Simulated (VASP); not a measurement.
Wanted: the native input for a VASP 6.6.1 run.

| Item | Value |
| --- | --- |
| Task | single point |
| Functional | PBE |
| Potentials or basis | VASP PAW PBE potentials, release 64 (H, Mo_sv) |
| Cutoff | 520 eV |
| k mesh | 6 × 6 × 4 |
| Occupations | gaussian, width 0.1 eV |
| Spin | no spin polarisation |
| Dipole correction | no |
| Further INCAR settings | ALGO = Normal; EDIFF = 1e-07; NBANDS = 18 |

The structure of MoH5 lies in POSCAR:

```
MoH5
1.0
    3.6384385600      0.0000000000      0.0000000000
    0.0000000000      3.6384385600      0.0000000000
    0.0000000000      0.0000000000      4.2039072600
H Mo
5 1
Direct
    0.0000000000      0.5000000000      0.5000000000
    0.5000000000      0.0000000000      0.5000000000
    0.0000000000      0.0000000000      0.6689917400
    0.0000000000      0.0000000000      0.3310082600
    0.5000000000      0.5000000000      0.5000000000
    0.5000000000      0.5000000000      0.0000000000
```

These files were run (other wordings do the same):

INCAR

```
PREC = Accurate ; ENCUT = 520
EDIFF = 1E-7 ; ISMEAR = 0
SIGMA = 0.1 ; LREAL = False
LASPH = True ; NELM = 80
ALGO = Normal ; ISIF = 2
LWAVE = False ; LCHARG = False
GGA = PE ; NBANDS = 18
```

KPOINTS

```
Automatic mesh
0
Gamma
  6 6 4
```

Potentials or basis: VASP PAW PBE potentials, release 64 (H, Mo_sv).

Command:

```console
$ cat potpaw_PBE.64/H/POTCAR potpaw_PBE.64/Mo_sv/POTCAR > POTCAR
$ mpirun -np 1 vasp_std > vasp.out
```

It gave:

| Property | Result |
| --- | --- |
| Pressure | -28.3 GPa |
| Largest force | 0.242 eV/Å |

Caveat: the k points lie up to 0.37 Å⁻¹ apart.

It took 15 s on 1 thread of Intel(R) Xeon(R) Platinum 8559C (Emerald Rapids) (shared host), peak memory 0.17 GiB.
